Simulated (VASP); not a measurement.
Wanted: the native input for a VASP 6.6.1 run.

```
Task                   : relaxation of cell and atoms
Functional             : LDA
Potentials or basis    : VASP PAW LDA potentials, release 64 (Sb)
Cutoff                 : 500 eV
k mesh                 : 5 × 5 × 5
Occupations            : fermi-dirac, width 0.02 eV
Spin                   : no spin polarisation
Dipole correction      : no
Further INCAR settings : ALGO = Normal; EDIFF = 1e-07; IBRION = 2; EDIFFG = -0.02; NSW = 80; ISIF = 3
```

The structure of Sb lies in POSCAR:

```
Sb
1.0
    2.1542000000      1.2437279500      3.7580000000
   -2.1542000000      1.2437279500      3.7580000000
    0.0000000000     -2.4874559000      3.7580000000
Sb
2
Direct
    0.2334900000      0.2334900000      0.2334900000
    0.7665100000      0.7665100000      0.7665100000
```

These files were run (other wordings do the same):

INCAR

```
SYSTEM = Sb
  PREC = Accurate
  ENCUT = 500
  EDIFF = 1E-7
  ISMEAR = -1
  SIGMA = 0.02
  LREAL = .FALSE.
  LASPH = .TRUE.
  NELM = 120
  ALGO = Normal
  ISIF = 3
  LWAVE = .FALSE.
  LCHARG = .FALSE.
  IBRION = 2
  NSW = 80
  EDIFFG = -0.02
  GGA_COMPAT = .FALSE.
  NELMIN = 4
```

KPOINTS

```
Automatic mesh
0
G
  5 5 5
  0 0 0
```

Potentials or basis: VASP PAW LDA potentials, release 64 (Sb).

The run is started by

```sh
$ cat potpaw_LDA.64/Sb/POTCAR > POTCAR
$ mpirun -np 1 vasp_std > vasp.out
```

It gave:

```
Relaxed volume                         : 29.51 Å³/atom
Relaxed cell                           : a = 4.423 Å, b = 4.423 Å, c = 4.423 Å, α = 58.45°, β = 58.45°, γ = 58.45°
Space group after relaxing (to 0.05 Å) : R-3m (No. 166)
Energy gained by relaxing              : 4.3 meV/atom
Ionic steps                            : 6
Pressure after relaxing                : 0.0 GPa
Largest force after relaxing           : 0.019 eV/Å
Band gap on the k mesh                 : 0.44 eV, indirect (least direct gap 0.68 eV)
```

Caveat: spin-orbit coupling is left out, which moves the levels of the heavy elements.

Wall time 40 s on 1 thread of Intel Xeon 6975P-C, on a shared host, peak memory 0.17 GiB.
